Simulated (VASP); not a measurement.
# From VASP inputs to Ansatz: NaCl (strained rocksalt)

INCAR

```
EDIFF = 1E-7
ENCUT = 520
METAGGA = R2SCAN
LWAVE = .FALSE.
NBANDS = 14
ISIF = 2
LREAL = .FALSE.
NELM = 120
LASPH = .TRUE.
IBRION = -1
ALGO = Normal
PREC = Accurate
ISMEAR = 0
NSW = 0
SIGMA = 0.01
LCHARG = .FALSE.
```

KPOINTS

```
KPOINTS created by Atomic Simulation Environment
0
Gamma
8 8 8
0 0 0
```

KPOINTS_OPT

```
special points
6
Reciprocal
0.0000000000 0.0000000000 0.0000000000 1
0.5000000000 0.0000000000 0.5000000000 1
0.6250000000 0.2500000000 0.6250000000 1
0.3750000000 0.3750000000 0.7500000000 1
0.5000000000 0.5000000000 0.5000000000 1
0.5000000000 0.2500000000 0.7500000000 1
```

POSCAR

```
Na Cl
 1.0000000000000000
     0.0000000000000000    2.9148067784000000    2.9148067784000000
     2.9148067784000000    0.0000000000000000    2.9148067784000000
     2.9148067784000000    2.9148067784000000    0.0000000000000000
 Na  Cl
   1   1
Cartesian
  0.0000000000000000  0.0000000000000000  0.0000000000000000
  2.9148067783999996  2.9148067783999996  2.9148067783999996
```

VASP ran with the recommended PBE PAW datasets (14 valence electrons in the cell).

Problem. Translate these files to an Ansatz input.

Solution. 

```yaml
crystal:
  lattice:
    - [0.0, 2.9148067784, 2.9148067784]
    - [2.9148067784, 0.0, 2.9148067784]
    - [2.9148067784, 2.9148067784, 0.0]
  atoms:
    - { symbol: Na, position: [0.0, 0.0, 0.0] }
    - { symbol: Cl, position: [0.5, 0.5, 0.5] }
kpoints:
  mp_grid: { grid: [8, 8, 8] }
  band_path:
    path:
      - [0.0, 0.0, 0.0]
      - [0.5, 0.0, 0.5]
      - [0.625, 0.25, 0.625]
      - [0.375, 0.375, 0.75]
      - [0.5, 0.5, 0.5]
      - [0.5, 0.25, 0.75]
    npoints: 1
hamiltonian:
  xc: r2scan
scf:
  occupations: { method: fixed }
  n_extra_bands: 4
output:
  forces: true
  stress: true
  eigenvalues: true
```

Other inputs would serve too.

|  | VASP | Ansatz |
| --- | --- | --- |
| gap between bands v and c | 5.54 eV | 5.52 eV |
| least direct gap | 5.54 eV | 5.52 eV |
| pressure | -2.6 GPa | -2.4 GPa |

Datasets and cutoffs are each program's own. VASP's cell holds 14 valence electrons and Ansatz's 16. Ansatz's stress includes a Pulay correction; VASP's doesn't.

VASP's potentials hold 14 valence electrons a cell and Ansatz's 16, so a difference between the two programs can come from the potentials and not from the codes.
